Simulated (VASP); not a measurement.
# W (I4_1/amd) in VASP: a series of runs

W is run at these levels: PBE; tasks: relaxation of cell and atoms, relaxation of shape and atoms at fixed volume.

Program: VASP 6.6.1. These are calculated values, not measurements. Logs are shortened: lines on timing, memory, paths and dates and some standing lists are left out, and cuts for length are marked.

## (1) The cell of the first run

Symmetry: I4_1/amd, No. 141, tetragonal system. The conventional cell has a = 4.945 Å, b = 4.945 Å, c = 2.720 Å, α = 90.00°, β = 90.00°, γ = 90.00°. Within 3.4 Å of W (site symmetry -4m2) lie 10 W at 2.56 to 3.21 Å.

## (2) Relaxation of cell and atoms, PBE

INCAR

```
ALGO = Normal
EDIFF = 1E-6
EDIFFG = -0.005
ENCUT = 600
GGA = PE
IBRION = 2
ISIF = 3
ISMEAR = -1
LASPH = True
LCHARG = False
LREAL = False
LWAVE = False
NELM = 60
NSW = 60
PREC = Accurate
SIGMA = 0.05
```

KPOINTS

```
k-points
0
Gamma
  16 16 16
```

POSCAR

```
W
1.0
   -2.4726398429      2.4726398429      1.3599519136
    2.4726398429     -2.4726398429      1.3599519136
    2.4726398429      2.4726398429     -1.3599519136
W
2
Direct
   -0.3750000000     -0.1250000000     -0.2500000000
    0.3750000000      0.1250000000      0.2500000000
```

Potentials or basis: VASP PAW PBE potentials, release 64 (W_sv).

Run with:

```bash
$ cat potpaw_PBE.64/W_sv/POTCAR > POTCAR
$ mpirun -np 1 vasp_std > vasp.out
```

OUTCAR:

```text
EDIFF = 1E-6
   EDIFFG = -0.005
   ENCUT = 600
   GGA = PE
   IBRION = 2
   ISIF = 3
   ISMEAR = -1
   LASPH = True
   LREAL = False
   NELM = 60
   NSW = 60
   PREC = Accurate

 ion  position               nearest neighbor table
   1  0.625  0.875  0.750-   2 2.56   2 2.56   2 2.56   2 2.56   2 3.21   2 3.21   2 3.21   2 3.21

   2  0.375  0.125  0.250-   1 2.56   1 2.56   1 2.56   1 2.56   1 3.21   1 3.21   1 3.21   1 3.21

  LATTYP: Found a body centered tetragonal cell.
 ALAT       =     4.9452796858
 C/A-ratio  =     0.5500000000

  Lattice vectors:

 A1 = (  -2.4726398429,   2.4726398429,   1.3599519136)
 A2 = (   2.4726398429,  -2.4726398429,   1.3599519136)
 A3 = (   2.4726398429,   2.4726398429,  -1.3599519136)

Analysis of symmetry for initial positions (statically):
=====================================================================
 Subroutine PRICEL returns:
 Original cell was already a primitive cell.

 Routine SETGRP: Setting up the symmetry group for a
 body centered tetragonal supercell.

 Subroutine GETGRP returns: Found 16 space group operations
 (whereof  4 operations were pure point group operations)
 out of a pool of 16 trial point group operations.

The static configuration has the point symmetry C_2h.
 The point group associated with its full space group is D_4h.

Analysis of symmetry for dynamics (positions and initial velocities):
=====================================================================
 Subroutine PRICEL returns:
 Original cell was already a primitive cell.

 Routine SETGRP: Setting up the symmetry group for a
 body centered tetragonal supercell.

 Subroutine GETGRP returns: Found 16 space group operations
 (whereof  4 operations were pure point group operations)
 out of a pool of 16 trial point group operations.

The dynamic configuration has the point symmetry C_2h.
 The point group associated with its full space group is D_4h.

 Subroutine INISYM returns: Found 16 space group operations
 (whereof  4 operations are pure point group operations),
 and found     1 'primitive' translations

----------------------------------------------------------------------------------------

                                     Primitive cell

  volume of cell :      33.2587

  direct lattice vectors                    reciprocal lattice vectors
    -2.472639843  2.472639843  1.359951914     0.000000000  0.202213032  0.367660058
     2.472639843 -2.472639843  1.359951914     0.202213032  0.000000000  0.367660058
     2.472639843  2.472639843 -1.359951914     0.202213032  0.202213032  0.000000000

  length of vectors
     3.751981449  3.751981449  3.751981449     0.419599844  0.419599844  0.285972413

[... 79 lines left out ...]
   NELM   =     60;   NELMIN=  2; NELMDL= -5     # of ELM steps
   EDIFF  = 0.1E-05   stopping-criterion for ELM
   LREAL  =      F    real-space projection
   EDIFFG = -.5E-02   stopping-criterion for IOM
   NSW    =     60    number of steps for IOM
   IBRION =      2    ionic relax: 0-MD 1-quasi-New 2-CG
   NFREE  =      1    steps in history (QN), initial steepest desc. (CG)
   ISIF   =      3    stress and relaxation
   ISYM   =      2    0-nonsym 1-usesym 2-fastsym
   POTIM  = 0.5000    time-step for ionic-motion
   TEBEG  =    0.0;   TEEND  =   0.0 temperature during run
   PSTRESS=    0.0 pullay stress
   NELECT =      28.0000    total number of electrons
   NUPDOWN=      -1.0000    fix difference up-down
   EMIN   =  10.00;   EMAX   =-10.00  energy-range for DOS
   EFERMI =   0.00;   METHOD = LEGACY
   ISMEAR =    -1;   SIGMA  =   0.05  broadening in eV -4-tet -1-fermi 0-gaus
   EFERMI_NEDOS =   21; number of points for ismear=-14 and -15
   IALGO  =     38    algorithm
   IMIX   =      4    mixing-type and parameters
     AMIX     =   0.40;   BMIX     =  1.00
     AMIX_MAG =   1.60;   BMIX_MAG =  1.00
  volume/ion in A,a.u.               =      16.63       112.22
  Fermi-wavevector in a.u.,A,eV,Ry     =   1.545821  2.921177 32.511955  2.389561
  Thomas-Fermi vector in A             =   2.651145
   LORBIT       =      0    0 simple, 1 ext, 2 COOP (PROOUT), +10 PAW based schemes
   GGA     = PE    functional components
   LHFCALC =     F    Hartree Fock is set to
   AEXX    =    0.0000 exact exchange contribution
   IVDW    =     0    specifies the selected vdW correction
   LEPSILON=     F    determine dielectric tensor
   LRPA    =     F    only Hartree local field effects (RPA)
 conjugate gradient relaxation of ions
 non-spin polarized calculation
  energy-cutoff  :      600.00
  volume of cell :       33.26
 maximum number of plane-waves:      1130
 NGX is ok and might be reduce to    30
   NGX = 15   NGY = 15   NGZ = 15

--------------------------------------- Ionic step        1  -------------------------------------------

 number of electron      28.0000004 magnetization

 Free energy of the ion-electron system (eV)
  ---------------------------------------------------
  ext. energy  EPLUGINS =         0.00000000
  ---------------------------------------------------
  free energy    TOTEN  =       -23.52444922 eV

  energy without entropy =      -23.50968758  energy(sigma->0) =      -23.51706840

 E-fermi :  10.7306     XC(G=0): -13.2656

 val. band max:       10.7262285859   @ k =   0.0625   0.0625   0.0625
 cond. band min:      10.7343610603   @ k =   0.0625   0.0625   0.0625
 fundamental gap:      0.0081324743
 Fermi energy:        10.7306099395

 k-point     1 :       0.0000    0.0000    0.0000
  band No.  band energies     occupation
      1     -63.2992      2.00000
      2     -63.0226      2.00000
      3     -28.1187      2.00000
      4     -28.1187      2.00000
      5     -26.9582      2.00000
      6     -26.9374      2.00000
[... 596 lines left out ...]
  FREE ENERGIE OF THE ION-ELECTRON SYSTEM (eV)
  ---------------------------------------------------
  free  energy   TOTEN  =       -23.6443417898 eV

  energy  without entropy=      -23.6271354953  energy(sigma->0) =      -23.63573864

[... ionic steps 4 to 11 ...]

--------------------------------------- Ionic step       12  -------------------------------------------

 number of electron      27.9999999 magnetization

------------------------ aborting loop because EDIFF is reached ----------------------------------------
[... 67 lines left out ...]
--------------------------------------- Ionic step       14  -------------------------------------------

 number of electron      27.9999999 magnetization

 Free energy of the ion-electron system (eV)
  ---------------------------------------------------
  ext. energy  EPLUGINS =         0.00000000
  ---------------------------------------------------
  free energy    TOTEN  =       -23.65996144 eV

  energy without entropy =      -23.64368367  energy(sigma->0) =      -23.65182256

 E-fermi :   9.8410     XC(G=0): -12.9284

 val. band max:        9.8409322535   @ k =  -0.1875  -0.4375   0.1250
 cond. band min:       9.8450532387   @ k =   0.2500   0.1875   0.1250
 fundamental gap:      0.0041209851
 Fermi energy:         9.8410296951

 k-point     1 :       0.0000    0.0000    0.0000
  band No.  band energies     occupation
      1     -64.1738      2.00000
      2     -63.9855      2.00000
      3     -28.8437      2.00000
      4     -28.8437      2.00000
      5     -27.8161      2.00000
      6     -27.8161      2.00000
[... 524 lines left out ...]
  FREE ENERGIE OF THE ION-ELECTRON SYSTEM (eV)
  ---------------------------------------------------
  free  energy   TOTEN  =       -23.6599614380 eV

  energy  without entropy=      -23.6436836741  energy(sigma->0) =      -23.65182256

 reached required accuracy - stopping structural energy minimisation
```

Wall time 10 min (1 thread of AMD EPYC 9R45 (Zen 5), shared host); peak memory 0.32 GiB.

Results:

```
Free energy                           : -23.6600 eV
Relaxed volume                        : 17.67 Å³/atom
Relaxed cell                          : a = 3.865 Å, b = 3.865 Å, c = 3.865 Å, α = 96.97°, β = 96.97°, γ = 139.23°
Space group after relaxing (to 0.1 Å) : I4_1/amd (No. 141)
Energy gained by relaxing             : 67.8 meV/atom
Ionic steps                           : 14
Pressure after relaxing               : 0.0 GPa
Band gap on the k mesh                : zero (bands 14 and 15 overlap by 3.19 eV)
```

The path:
```csv
step,energy change (eV),largest force (eV/Å),pressure (GPa),volume (Å³)
1,0.0000,0.0000,16.07,33.26
2,0.5269,0.0000,-27.71,41.90
3,-0.1199,0.0000,-2.23,35.66
4,-0.1205,0.0000,-1.29,35.51
5,-0.1349,0.0000,0.58,35.25
6,-0.1355,0.0000,0.19,35.29
7,-0.1355,0.0000,0.21,35.29
8,-0.1354,0.0000,-0.37,35.38
9,-0.1355,0.0000,0.02,35.32
10,-0.1355,0.0000,0.00,35.32
11,-0.1355,0.0000,0.13,35.30
12,-0.1355,0.0000,0.11,35.32
13,-0.1355,0.0000,0.10,35.32
14,-0.1355,0.0000,-0.01,35.34
```

Final structure:
```
CELL_PARAMETERS angstrom
-2.56177 2.56177 1.34636
2.56177 -2.56177 1.34636
2.56177 2.56177 -1.34636
ATOMIC_POSITIONS crystal
W 0.62500 0.87500 0.75000
W 0.37500 0.12500 0.25000
```

Levels at points of the mesh, in eV from the Fermi level:
```
           k point  band 11  band 12  band 13  band 14  band 15  band 16  band 17  band 18
(0.00, 0.00, 0.00)    -3.73    -3.63    -2.57     2.21     2.21     2.25     2.25     4.79
(0.50, 0.00, 0.00)    -3.27    -2.53    -0.38    -0.29    -0.22     1.96     2.93     3.37
(0.50, 0.50, 0.00)    -2.93    -2.93    -1.26    -1.26     0.39     0.39     3.23     3.23
(0.50, 0.50, 0.50)    -2.48    -2.48    -0.66    -0.66     1.10     1.10     2.75     2.75
```

Caveat: spin-orbit coupling is left out, which moves the levels of the heavy elements.

## (3) Relaxation of shape and atoms at fixed volume, PBE

This run uses another cell than the first one, of 14.80 Å³/atom.

INCAR

```
ALGO = Normal
EDIFF = 1E-6
EDIFFG = -0.005
ENCUT = 600
GGA = PE
IBRION = 2
ISIF = 4
ISMEAR = -1
LASPH = T
LCHARG = F
LREAL = F
LWAVE = F
NELM = 80
NSW = 50
PREC = Accurate
SIGMA = 0.05
```

KPOINTS is that of step 2.

POSCAR

```
W
1.0
   -2.4147333163      2.4147333163      1.2690342760
    2.4147333163     -2.4147333163      1.2690342760
    2.4147333163      2.4147333163     -1.2690342760
W
2
Direct
   -0.3750000000     -0.1250000000     -0.2500000000
    0.3750000000      0.1250000000      0.2500000000
```

Potentials or basis: VASP PAW PBE potentials, release 64 (W_sv).

Run with:

```bash
$ cat potpaw_PBE.64/W_sv/POTCAR > POTCAR
$ mpirun -np 1 vasp_std > vasp.out
```

Run time: 9.3 min. Hardware: 1 thread of AMD EPYC 7R13, shared host; peak memory 0.3 GiB.

The run converged. Its results:

| Quantity | Value |
| --- | --- |
| Free energy | -22.7482 eV |
| Energy gained by relaxing | 0.5 meV/atom |
| Ionic steps | 3 |
| Pressure after relaxing | 59.3 GPa |
| Band gap on the k mesh | zero (bands 14 and 15 overlap by 3.95 eV) |

The path:
```
step  energy change (eV)  largest force (eV/Å)  pressure (GPa)  volume (Å³)
   1              0.0000                0.0000           59.28        29.60
   2              0.0004                0.0000           59.24        29.60
   3             -0.0010                0.0000           59.26        29.60
```

Final structure:
```
W
1.0
    -2.41010    2.41010    1.27392
     2.41010   -2.41010    1.27392
     2.41010    2.41010   -1.27392
W
2
Direct
  0.62500 0.87500 0.75000
  0.37500 0.12500 0.25000
```

Levels at points of the mesh, in eV from the Fermi level:
| k point | band 11 | band 12 | band 13 | band 14 | band 15 | band 16 | band 17 | band 18 |
| --- | --- | --- | --- | --- | --- | --- | --- | --- |
| (0.00, 0.00, 0.00) | -4.69 | -4.39 | -3.27 | 2.41 | 2.41 | 2.52 | 2.52 | 6.11 |
| (0.50, 0.00, 0.00) | -4.15 | -3.01 | -0.72 | -0.34 | 0.18 | 2.15 | 3.86 | 4.17 |
| (0.50, 0.50, 0.00) | -3.64 | -3.64 | -1.40 | -1.40 | 0.53 | 0.53 | 3.89 | 3.89 |
| (0.50, 0.50, 0.50) | -3.09 | -3.09 | -0.50 | -0.50 | 1.22 | 1.22 | 3.30 | 3.30 |

Caveat: spin-orbit coupling is left out, which moves the levels of the heavy elements.

(Continued in part 2 of 2.)
